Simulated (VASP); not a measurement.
# CaTiS2 (P-3m1) in VASP: single point with RPBE

Aim: the single point of CaTiS2 with RPBE.

Everything below comes from runs of VASP 6.6.1. Logs are shortened: lines on timing, memory, paths and dates and some standing lists are left out, and cuts for length are marked.

## Step 1: The cell of the first run

Symmetry: P-3m1, No. 164, trigonal system. Conventional cell: a = 3.645 Å, b = 3.645 Å, c = 6.542 Å, α = 90.00°, β = 90.00°, γ = 120.00°. Ca (site symmetry -3m) has 6 S at 2.79 Å and 2 Ti at 3.27 Å and 6 Ca at 3.65 Å within 3.7 Å. Within 3.4 Å of Ti (site symmetry -3m) lie 6 S at 2.55 Å and 2 Ca at 3.27 Å. S (site symmetry 3m) has 3 Ti at 2.55 Å and 3 Ca at 2.79 Å within 3.4 Å.

## Step 2: Single point, RPBE

Input file INCAR:

```
PREC = Accurate
ENCUT = 520
EDIFF = 1E-7
ISMEAR = 0
SIGMA = 0.2
LREAL = F
LASPH = T
NELM = 60
ALGO = Normal
ISIF = 2
LWAVE = F
LCHARG = T
GGA = RP
LELF = T
LVHAR = T
NBANDS = 25
```

Input file KPOINTS:

```
Automatic mesh
0
Gamma
  6 6 3
```

Input file POSCAR:

```
CaTiS2
1.0
    3.6451379100      0.0000000000      0.0000000000
   -1.8225689500      3.1567820300      0.0000000000
    0.0000000000      0.0000000000      6.5415020000
Ca Ti S
1 1 2
Direct
    0.0000000000      0.0000000000      0.5000000000
    0.0000000000      0.0000000000      0.0000000000
    0.3333333300      0.6666666700      0.7803370000
    0.6666666700      0.3333333300      0.2196630000
```

Potentials or basis: VASP PAW PBE potentials, release 64 (Ca_sv, Ti_sv, S).

Started as:

```sh
$ cat potpaw_PBE.64/Ca_sv/POTCAR potpaw_PBE.64/Ti_sv/POTCAR potpaw_PBE.64/S/POTCAR > POTCAR
$ mpirun -np 1 vasp_std > vasp.out
```

OUTCAR:

```text
PREC = Accurate
   ENCUT = 520
   EDIFF = 1E-7
   ISMEAR = 0
   LREAL = F
   LASPH = T
   NELM = 60
   ISIF = 2
   GGA = RP

 ion  position               nearest neighbor table
   1  0.000  0.000  0.500-   3 2.79   4 2.79   3 2.79   4 2.79   4 2.79   3 2.79
   2  0.000  0.000  0.000-   3 2.55   4 2.55   3 2.55   4 2.55   4 2.55   3 2.55
   3  0.333  0.667  0.780-   2 2.55   2 2.55   2 2.55   1 2.79   1 2.79   1 2.79
   4  0.667  0.333  0.220-   2 2.55   2 2.55   2 2.55   1 2.79   1 2.79   1 2.79

  LATTYP: Found a hexagonal cell.
 ALAT       =     3.6451379100
 C/A-ratio  =     1.7945828557

  Lattice vectors:

 A1 = (   3.6451379100,   0.0000000000,   0.0000000000)
 A2 = (  -1.8225689500,   3.1567820300,   0.0000000000)
 A3 = (   0.0000000000,   0.0000000000,   6.5415020000)

Analysis of symmetry for initial positions (statically):
=====================================================================
 Subroutine PRICEL returns:
 Original cell was already a primitive cell.

 Routine SETGRP: Setting up the symmetry group for a
 hexagonal supercell.

 Subroutine GETGRP returns: Found 12 space group operations
 (whereof 12 operations were pure point group operations)
 out of a pool of 24 trial point group operations.

The static configuration has the point symmetry D_3d.

Analysis of symmetry for dynamics (positions and initial velocities):
=====================================================================
 Subroutine PRICEL returns:
 Original cell was already a primitive cell.

 Routine SETGRP: Setting up the symmetry group for a
 hexagonal supercell.

 Subroutine GETGRP returns: Found 12 space group operations
 (whereof 12 operations were pure point group operations)
 out of a pool of 24 trial point group operations.

The dynamic configuration has the point symmetry D_3d.

 Subroutine INISYM returns: Found 12 space group operations
 (whereof 12 operations are pure point group operations),
 and found     1 'primitive' translations

----------------------------------------------------------------------------------------

                                     Primitive cell

  volume of cell :      75.2724
[... 79 lines left out ...]
   ISPIN  =      1    spin polarized calculation?
   LNONCOLLINEAR =      F non collinear calculations
   LSORBIT =      F    spin-orbit coupling
   LASPH  =      T    aspherical Exc in radial PAW
   ENCUT  =  520.0 eV  38.22 Ry    6.18 a.u.   6.78  6.78 12.16*2*pi/ulx,y,z
   NELM   =     60;   NELMIN=  2; NELMDL= -5     # of ELM steps
   EDIFF  = 0.1E-06   stopping-criterion for ELM
   LREAL  =      F    real-space projection
   EDIFFG = 0.1E-05   stopping-criterion for IOM
   NSW    =      0    number of steps for IOM
   IBRION =     -1    ionic relax: 0-MD 1-quasi-New 2-CG
   NFREE  =      0    steps in history (QN), initial steepest desc. (CG)
   ISIF   =      2    stress and relaxation
   ISYM   =      2    0-nonsym 1-usesym 2-fastsym
   POTIM  = 0.5000    time-step for ionic-motion
   TEBEG  =    0.0;   TEEND  =   0.0 temperature during run
   PSTRESS=    0.0 pullay stress
   NELECT =      34.0000    total number of electrons
   NUPDOWN=      -1.0000    fix difference up-down
   EMIN   =  10.00;   EMAX   =-10.00  energy-range for DOS
   EFERMI =   0.00;   METHOD = LEGACY
   ISMEAR =     0;   SIGMA  =   0.20  broadening in eV -4-tet -1-fermi 0-gaus
   EFERMI_NEDOS =   21; number of points for ismear=-14 and -15
   IALGO  =     38    algorithm
   IMIX   =      4    mixing-type and parameters
     AMIX     =   0.40;   BMIX     =  1.00
     AMIX_MAG =   1.60;   BMIX_MAG =  1.00
  volume/ion in A,a.u.               =      18.82       126.99
  Fermi-wavevector in a.u.,A,eV,Ry     =   1.256095  2.373675 21.466924  1.577774
  Thomas-Fermi vector in A             =   2.389820
   LORBIT       =      0    0 simple, 1 ext, 2 COOP (PROOUT), +10 PAW based schemes
   GGA     = RP    functional components
   LHFCALC =     F    Hartree Fock is set to
   AEXX    =    0.0000 exact exchange contribution
   IVDW    =     0    specifies the selected vdW correction
   LEPSILON=     F    determine dielectric tensor
   LRPA    =     F    only Hartree local field effects (RPA)
 non-spin polarized calculation
 Gauss-broadening in eV      SIGMA  =   0.20
  energy-cutoff  :      520.00
  volume of cell :       75.27
 maximum number of plane-waves:      2046
 NGX is ok and might be reduce to    28
   NGX = 13   NGY = 13   NGZ = 25

 number of electron      34.0000002 magnetization

 Free energy of the ion-electron system (eV)
  ---------------------------------------------------
  ext. energy  EPLUGINS =         0.00000000
  ---------------------------------------------------
  free energy    TOTEN  =       -22.76284266 eV

  energy without entropy =      -22.72419699  energy(sigma->0) =      -22.74351982

 E-fermi :   7.4121     XC(G=0): -10.2038

 val. band max:        7.3917395051   @ k =   0.0000   0.0000   0.3333
 cond. band min:       7.5040735963   @ k =   0.1667   0.1667   0.3333
 fundamental gap:      0.1123340912
 Fermi energy:         7.4120929827

 k-point     1 :       0.0000    0.0000    0.0000
  band No.  band energies     occupation
      1     -50.4636      2.00000
      2     -34.0502      2.00000
      3     -26.7268      2.00000
      4     -26.7268      2.00000
      5     -26.5090      2.00000
      6     -15.0691      2.00000
[... 465 lines left out ...]
     24      11.2904      0.00000
     25      12.4164      0.00000

------------------------ aborting loop because EDIFF is reached ----------------------------------------

  FORCE on cell =-STRESS in cart. coord.  units (eV):
  Direction    XX          YY          ZZ          XY          YZ          ZX
  --------------------------------------------------------------------------------------
  -------------------------------------------------------------------------------------
  Total        1.3118014      1.3118014      1.5809127      0.0000000      0.0000000      0.0000000
  in kB       27.9217503     27.9217503     33.6497958      0.0000000      0.0000000      0.0000000
  external PRESSURE =      29.8310988 kB  Pullay stress =       0.0000000 kB

 VOLUME and BASIS-vectors are now :
 -----------------------------------------------------------------------------
  energy-cutoff  :      520.00
  volume of cell :       75.27
      direct lattice vectors                 reciprocal lattice vectors
     3.645137910  0.000000000  0.000000000     0.274338043  0.158389142  0.000000000
    -1.822568950  3.156782030  0.000000000     0.000000000  0.316778286  0.000000000
     0.000000000  0.000000000  6.541502000     0.000000000  0.000000000  0.152870090

 POSITION                                       TOTAL-FORCE (eV/Angst)
 -----------------------------------------------------------------------------------
      0.00000      0.00000      3.27075        -0.000000      0.000000      0.000000
      0.00000      0.00000      0.00000        -0.000000      0.000000      0.000000
     -0.00000      2.10452      5.10458        -0.000000     -0.000000     -0.062587
      1.82257      1.05226      1.43693         0.000000      0.000000      0.062587
 -----------------------------------------------------------------------------------
    total drift:                               -0.000000      0.000000      0.000000

  FREE ENERGIE OF THE ION-ELECTRON SYSTEM (eV)
  ---------------------------------------------------
  free  energy   TOTEN  =       -22.7628426555 eV

  energy  without entropy=      -22.7241969926  energy(sigma->0) =      -22.74351982
```

stdout:

```text
POSCAR found type information on POSCAR CaTiS
 POSCAR found :  3 types and       4 ions
 scaLAPACK will be used
 -----------------------------------------------------------------------------
|                                                                             |
|                                                                             |
|     You enforced a specific xc type in the INCAR file but a different       |
|     I HOPE YOU KNOW WHAT YOU ARE DOING!                                     |
|                                                                             |
 -----------------------------------------------------------------------------

 LDA part: xc-table for (Slater+PW92), standard interpolation
 POSCAR, INCAR and KPOINTS ok, starting setup
 FFT: planning ... GRIDC
 FFT: planning ... GRID_SOFT
 FFT: planning ... GRID
 WAVECAR not read
 entering main loop
```

It took 30 s on 1 thread of Intel Xeon Platinum 8488C (Sapphire Rapids), shared host; peak memory 0.2 GiB.

What came out:

* Free energy: -22.7628 eV
* Pressure: 3.0 GPa
* Largest force: 0.063 eV/Å
* Band gap on the k mesh: zero (band 17 reaches 7.87 eV, above the bottom of band 18 at 7.29 eV)

Forces on the atoms (eV/Å):
```
Ca   0.000  0.000  0.000
Ti   0.000  0.000  0.000
S    0.000  0.000 -0.063
S    0.000  0.000  0.063
```

Stress tensor (GPa, compression positive):
```
2.79 0.00 0.00
0.00 2.79 0.00
0.00 0.00 3.36
```

Levels at points of the mesh, in eV from the Fermi level:
```csv
k point,band 15,band 16,band 17,band 18,band 19,band 20
"(0.00, 0.00, 0.00)",-2.34,-2.34,-0.91,-0.12,-0.12,0.98
"(0.50, 0.00, 0.00)",-4.23,-3.51,-1.12,0.74,0.86,1.12
```

Caveat: the PAW data sets were made with another functional, which shifts forces and pressure a little.
